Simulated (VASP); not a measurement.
Wanted: the native input for a VASP 6.6.1 run.

| Property | Result |
| --- | --- |
| Task | single point |
| Functional | PBE |
| Potentials or basis | VASP PAW PBE potentials, release 64 (Ga_d, B, Sb) |
| Cutoff | 520 eV |
| k mesh | 12 × 12 × 8 |
| Occupations | gaussian, width 0.1 eV |
| Spin | no spin polarisation |
| Dipole correction | no |
| Further INCAR settings | ALGO = Normal; EDIFF = 1e-07; NBANDS = 35 |

The structure of Ga3BSb2 lies in POSCAR:

```
Ga3BSb2
1.0
    5.3238585472      0.0000000000      0.0000000000
   -2.6619292736      4.6105967481      0.0000000000
    0.0000000000      0.0000000000      5.7016430570
Ga B Sb
3 1 2
Direct
    0.0000000000      0.5000000000      0.5000000000
    0.5000000000      0.0000000000      0.5000000000
    0.5000000000      0.5000000000      0.5000000000
    0.0000000000      0.0000000000      0.0000000000
    0.6666666667      0.3333333333      0.0000000000
    0.3333333333      0.6666666667      0.0000000000
```

The cell was built from a structure type or drawn by symmetry, and may not be a known phase.

The input as run:

INCAR

```
SYSTEM = Ga3BSb2
PREC = Accurate
ENCUT = 520
EDIFF = 1E-7
ISMEAR = 0
SIGMA = 0.1
LREAL = .FALSE.
LASPH = .TRUE.
NELM = 100
ALGO = Normal
ISIF = 2
LWAVE = .FALSE.
LCHARG = .FALSE.
GGA = PE
NBANDS = 35
```

KPOINTS

```
regular mesh
0
G
  12 12 8
  0 0 0
```

Potentials or basis: VASP PAW PBE potentials, release 64 (Ga_d, B, Sb).

The run is started by

```bash
$ cat potpaw_PBE.64/Ga_d/POTCAR potpaw_PBE.64/B/POTCAR potpaw_PBE.64/Sb/POTCAR > POTCAR
$ mpirun -np 1 vasp_std > vasp.out
```

It gave:

| Quantity | Value |
| --- | --- |
| Pressure | 0.0 GPa |
| Band gap on the k mesh | zero (bands 26 and 27 overlap by 2.87 eV) |

Caveat: spin-orbit coupling is left out, which moves the levels of the heavy elements.

Wall time 5.8 min on 1 thread of Intel(R) Xeon(R) Platinum 8488C (Sapphire Rapids), on a shared host, peak memory 0.53 GiB.
